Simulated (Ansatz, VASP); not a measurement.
## P in VASP and in Ansatz

```
P
1.0
     2.48960    0.00000    0.00000
    -1.24480    2.15606    0.00000
     0.00000    0.00000    9.18509
P
4
Direct
  0.00000 0.00000 0.00000
  0.00000 0.00000 0.50000
  0.33333 0.66667 0.25000
  0.66667 0.33333 0.75000
```

Alike in both runs: task single point; functional LDA; k mesh 18 × 18 × 5; occupations fermi-dirac, width 0.1 eV; no spin polarisation.

```csv
,VASP,Ansatz
version,VASP 6.6.1,Ansatz 0.2.0
potentials or method,"VASP PAW LDA potentials, release 64 (P), cutoff 520 eV","plane waves (420 eV) with PAW, scalar-relativistic"
valence electrons in the cell,20,20
```

Ansatz gave:

* pressure (GPa): 16.7
* traceless stress, the component that is largest in VASP (GPa): -2.44

Task: Estimate VASP's values.

Result: Pressure (GPa): 16.5; traceless stress, the component that is largest in VASP (GPa): -2.35.

Ansatz warns that its potentials were made for another functional, while VASP's fit it. LDA's correlation is that of Perdew and Zunger in VASP and of Perdew and Wang (1992) in Ansatz.
